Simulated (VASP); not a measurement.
# FePt (P4/mmm) in VASP: notebook, part 2 of 2

VASP 6.6.1. The steps go on from the part before.

### Step 3. Single point, LDA, collinear spin, ferromagnetic start

This run uses another cell than the first one, of 14.07 Å³/atom.

INCAR reads:

```
SYSTEM = FePt
PREC     = Accurate       ! precision mode
ENCUT    = 520            ! plane-wave cutoff, eV
EDIFF    = 1E-6           ! SCF threshold, eV
ISMEAR   = -1             ! smearing method
SIGMA    = 0.05           ! smearing width, eV
LREAL    = .FALSE.        ! projectors in reciprocal space
LASPH    = .TRUE.         ! aspherical terms in the spheres
NELM     = 150            ! most SCF steps
ALGO     = Fast           ! electronic algorithm
ISIF     = 2              ! what is computed and relaxed
LWAVE    = .FALSE.        ! write WAVECAR
LCHARG   = .TRUE.         ! write CHGCAR
ISPIN    = 2              ! spin polarisation
MAGMOM   = 0 3            ! initial moments
LORBIT   = 11             ! projections on sites
LMAXMIX  = 4              ! l up to which the mixer works
LELF     = .TRUE.         ! ELF
LVHAR    = .TRUE.       
NBANDS   = 20             ! bands
```

KPOINTS reads:

```
Automatic mesh
0
G
  10 10 7
  0 0 0
```

POSCAR reads:

```
FePt
1.0
    2.7415369495      0.0000000000      0.0000000000
    0.0000000000      2.7415369495      0.0000000000
    0.0000000000      0.0000000000      3.7446364796
Pt Fe
1 1
Direct
    0.5000000000      0.5000000000      0.5000000000
    0.0000000000      0.0000000000      0.0000000000
```

Potentials or basis: VASP PAW LDA potentials, release 64 (Pt, Fe).

On the command line:

```
$ cat potpaw_LDA.64/Pt/POTCAR potpaw_LDA.64/Fe/POTCAR > POTCAR
$ mpirun -np 1 vasp_std > vasp.out
```

Wall time 49 s (1 thread of Intel Xeon Platinum 8375C at 2.90GHz (Ice Lake), shared host); peak memory 0.19 GiB.

It converged, with:

| Item | Value |
| --- | --- |
| Free energy | -16.8998 eV |
| Pressure | -16.4 GPa |
| Net moment | 3.21 μB per cell |
| Site moments | Pt +0.34; Fe +2.82 μB |
| Valence electrons inside the program's atomic spheres | Pt 9.37; Fe 6.98 |

Stress tensor (GPa, compression positive):
```
-16.88   0.00   0.00
  0.00 -16.88   0.00
  0.00   0.00 -15.48
```

Levels at points of the mesh, in eV from the Fermi level:
Spin up:
| k point | band 9 | band 10 | band 11 | band 12 | band 13 | band 14 |
| --- | --- | --- | --- | --- | --- | --- |
| (0.00, 0.00, 0.00) | -0.44 | -0.28 | -0.28 | 2.27 | 9.61 | 11.51 |
| (0.50, 0.00, 0.00) | -1.91 | -1.58 | 0.28 | 1.98 | 10.38 | 10.43 |
| (0.50, 0.50, 0.00) | -0.33 | 0.54 | 1.60 | 1.60 | 7.45 | 9.87 |
Spin down:
| k point | band 6 | band 7 | band 8 | band 9 | band 10 | band 11 |
| --- | --- | --- | --- | --- | --- | --- |
| (0.00, 0.00, 0.00) | -0.77 | -0.74 | 0.44 | 1.45 | 1.58 | 1.58 |
| (0.50, 0.00, 0.00) | -1.35 | -1.16 | -0.92 | 0.33 | 0.63 | 2.27 |
| (0.50, 0.50, 0.00) | 1.08 | 1.45 | 1.66 | 1.66 | 1.71 | 1.88 |

Caveat: the cell stands under tension; spin-orbit coupling is left out, which moves the levels of the heavy elements.

### Step 4. Relaxation of cell and atoms, RPBE, collinear spin, ferromagnetic start

This run uses another cell than the first one, of 13.80 Å³/atom.

INCAR reads:

```
  PREC = Accurate
  ENCUT = 600
  EDIFF = 1E-7
  ISMEAR = -1
  SIGMA = 0.05
  LREAL = False
  LASPH = True
  NELM = 150
  ALGO = Normal
  ISIF = 3
  LWAVE = False
  LCHARG = False
  ISPIN = 2
  MAGMOM = 0 3
  LORBIT = 11
  LMAXMIX = 4
  GGA = RP
  IBRION = 2
  NSW = 80
  EDIFFG = -0.02
```

KPOINTS reads:

```
Automatic mesh
0
Gamma
  10 10 7
```

POSCAR reads:

```
FePt
1.0
    2.7235000000      0.0000000000      0.0000000000
    0.0000000000      2.7235000000      0.0000000000
    0.0000000000      0.0000000000      3.7200000000
Pt Fe
1 1
Direct
    0.5000000000      0.5000000000      0.5000000000
    0.0000000000      0.0000000000      0.0000000000
```

Potentials or basis: VASP PAW PBE potentials, release 64 (Pt, Fe).

On the command line:

```
$ cat potpaw_PBE.64/Pt/POTCAR potpaw_PBE.64/Fe/POTCAR > POTCAR
$ mpirun -np 1 vasp_std > vasp.out
```

It took 5.7 min on 1 thread of Oxide Virtual Turin-like, shared host; peak memory 0.19 GiB.

The run converged. Its results:

| Item | Value |
| --- | --- |
| Free energy | -13.7474 eV |
| Relaxed volume | 14.36 Å³/atom |
| Relaxed cell | a = 2.759 Å, b = 2.759 Å, c = 3.771 Å, α = 90.00°, β = 90.00°, γ = 90.00° |
| Space group after relaxing (to 0.1 Å) | P4/mmm (No. 123) |
| Energy gained by relaxing | 13.1 meV/atom |
| Ionic steps | 3 |
| Pressure after relaxing | -0.1 GPa |
| Net moment | 3.38 μB per cell |
| Site moments | Pt +0.34; Fe +3.02 μB |
| Valence electrons inside the program's atomic spheres | Pt 9.36; Fe 6.89 |

Stress tensor (GPa, compression positive):
```
-0.15  0.00  0.00
 0.00 -0.15  0.00
 0.00  0.00  0.02
```

Step by step:
```
step  energy change (eV)  largest force (eV/Å)  pressure (GPa)  volume (Å³)
   1              0.0000                0.0000            7.96        27.59
   2              0.0261                0.0000           -9.12        30.42
   3             -0.0263                0.0000           -0.10        28.71
```

Final structure:
```xyz
2
Lattice="2.7592 0.0000 0.0000 0.0000 2.7592 0.0000 0.0000 0.0000 3.7713" Properties=species:S:1:pos:R:3 pbc="T T T"
Pt    1.3796    1.3796    1.8856
Fe    0.0000    0.0000    0.0000
```

Levels at points of the mesh, in eV from the Fermi level:
Spin up:
| k point | band 7 | band 8 | band 9 | band 10 | band 11 | band 12 | band 13 | band 14 | band 15 |
| --- | --- | --- | --- | --- | --- | --- | --- | --- | --- |
| (0.00, 0.00, 0.00) | -2.25 | -2.05 | -0.60 | -0.55 | -0.55 | 2.25 | 9.27 | 11.43 | 11.43 |
| (0.50, 0.00, 0.00) | -2.65 | -2.57 | -2.30 | -1.60 | -0.06 | 1.86 | 10.18 | 10.20 | 12.08 |
| (0.50, 0.50, 0.00) | -0.68 | -0.66 | -0.66 | 0.45 | 1.61 | 1.61 | 7.19 | 9.54 | 10.70 |
Spin down:
```
           k point  band 4  band 5  band 6  band 7  band 8  band 9  band 10  band 11  band 12  band 13
(0.00, 0.00, 0.00)   -2.25   -2.25   -0.74   -0.72    0.62    1.61     1.61     1.68     2.40    10.14
(0.50, 0.00, 0.00)   -3.33   -2.34   -1.34   -1.06   -0.76    0.61     0.72     2.21     2.47    10.90
(0.50, 0.50, 0.00)   -4.53    0.87    1.20    1.63    1.65    1.67     1.67     1.71     1.71     8.01
```

Caveat: the PAW data sets were made with another functional, which shifts forces and pressure a little; spin-orbit coupling is left out, which moves the levels of the heavy elements.

### Step 5. Relaxation of cell and atoms, BLYP+D3(BJ), collinear spin, ferromagnetic start

This run uses another cell than the first one, of 13.80 Å³/atom.

INCAR reads:

```
SYSTEM = FePt
  PREC = Accurate
  ENCUT = 600
  EDIFF = 1E-7
  ISMEAR = -1
  SIGMA = 0.05
  LREAL = .FALSE.
  LASPH = .TRUE.
  NELM = 150
  ALGO = Normal
  ISIF = 3
  LWAVE = .FALSE.
  LCHARG = .FALSE.
  ISPIN = 2
  MAGMOM = 0 3
  LORBIT = 11
  LMAXMIX = 4
  GGA = B5
  ALDAX = 1.0
  AGGAX = 1.0
  AGGAC = 1.0
  ALDAC = 0.0
  IVDW = 12
  VDW_S6 = 1.0
  VDW_S8 = 2.6996
  VDW_A1 = 0.4298
  VDW_A2 = 4.2359
  IBRION = 2
  NSW = 80
  EDIFFG = -0.01
```

KPOINTS reads:

```
regular mesh
0
G
  10 10 7
  0 0 0
```

POSCAR is that of step 4.

On the command line:

```
$ cat potpaw_PBE.64/Pt/POTCAR potpaw_PBE.64/Fe/POTCAR > POTCAR
$ mpirun -np 1 vasp_std > vasp.out
```

Run time: 5.2 min. Hardware: 1 thread of Oxide Virtual Turin-like, shared host; peak memory 0.19 GiB.

The run converged. Its results:

```yaml
Free_energy: -15.0547 eV
Relaxed_volume: 13.78 Å³/atom
Relaxed_cell: a = 2.722 Å, b = 2.722 Å, c = 3.718 Å, α = 90.00°, β = 90.00°, γ = 90.00°
Space_group_after_relaxing_to_0.1_Å: P4/mmm (No. 123)
Energy_gained_by_relaxing: 0.0 meV/atom
Ionic_steps: 3
Pressure_after_relaxing: 0.0 GPa
Net_moment: 3.21 μB per cell
Site_moments: Pt +0.34; Fe +2.85 μB
Valence_electrons_inside_the_program's_atomic_spheres: Pt 9.48; Fe 7.04
Dispersion_energy_per_atom: -1.246 eV
```

Final structure:
```cif
data_structure
_symmetry_space_group_name_H-M 'P 1'
_symmetry_Int_Tables_number 1
_cell_length_a 2.7222
_cell_length_b 2.7222
_cell_length_c 3.7179
_cell_angle_alpha 90.000
_cell_angle_beta 90.000
_cell_angle_gamma 90.000
_cell_volume 27.55
loop_
_atom_site_label
_atom_site_type_symbol
_atom_site_fract_x
_atom_site_fract_y
_atom_site_fract_z
_atom_site_occupancy
Pt1 Pt 0.50000 0.50000 0.50000 1
Fe1 Fe 0.00000 0.00000 0.00000 1
```

Levels at points of the mesh, in eV from the Fermi level:
Spin up:
```
           k point  band 7  band 8  band 9  band 10  band 11  band 12  band 13  band 14  band 15
(0.00, 0.00, 0.00)   -2.05   -1.87   -0.52    -0.35    -0.35     2.49     9.90    11.80    11.80
(0.50, 0.00, 0.00)   -2.72   -2.42   -2.05    -1.66     0.28     2.07    10.67    10.74    12.71
(0.50, 0.50, 0.00)   -0.49   -0.41   -0.41     0.55     1.83     1.83     7.68    10.15    11.09
```
Spin down:
```tsv
k point	band 6	band 7	band 8	band 9	band 10	band 11
(0.00, 0.00, 0.00)	-0.86	-0.82	0.51	1.61	1.61	1.62
(0.50, 0.00, 0.00)	-1.42	-1.22	-0.93	0.47	0.62	2.38
(0.50, 0.50, 0.00)	1.20	1.56	1.64	1.69	1.69	1.96
```

Caveat: the PAW data sets were made with another functional, which shifts forces and pressure a little; spin-orbit coupling is left out, which moves the levels of the heavy elements.

### Step 6. The runs side by side

| task | level | potentials or basis | cell | cutoff (eV) | gap on the mesh (eV) | pressure (GPa) | moment (μB) | relaxed volume (Å³/atom) |
| --- | --- | --- | --- | --- | --- | --- | --- | --- |
| single point | LDA | VASP PAW LDA potentials, release 64 (Pt, Fe) | a = 2.687, b = 2.687, c = 3.670 Å, 2 atoms | 520 | none | -3.8 | 3.15 | - |
| single point | LDA | VASP PAW LDA potentials, release 64 (Pt, Fe) | a = 2.742, b = 2.742, c = 3.745 Å, 2 atoms | 520 | none | -16.4 | 3.21 | - |
| relaxation of cell and atoms | RPBE | VASP PAW PBE potentials, release 64 (Pt, Fe) | relaxed from a = 2.724, b = 2.724, c = 3.720 Å, 2 atoms | 600 | none | -0.1 | 3.38 | 14.36 |
| relaxation of cell and atoms | BLYP+D3(BJ) | VASP PAW PBE potentials, release 64 (Pt, Fe) | relaxed from a = 2.724, b = 2.724, c = 3.720 Å, 2 atoms | 600 | none | 0.0 | 3.21 | 13.78 |

Alike in all rows: spin collinear, ferromagnetic start; k mesh 10 × 10 × 7; smearing fermi-dirac 0.05 eV.

Caveats: spin-orbit coupling is left out, which moves the levels of the heavy elements; the cell stands under tension (at least some runs); the PAW data sets were made with another functional, which shifts forces and pressure a little (at least some runs).

Total energies depend on the potentials used, so only differences within one code and one set of settings carry meaning.
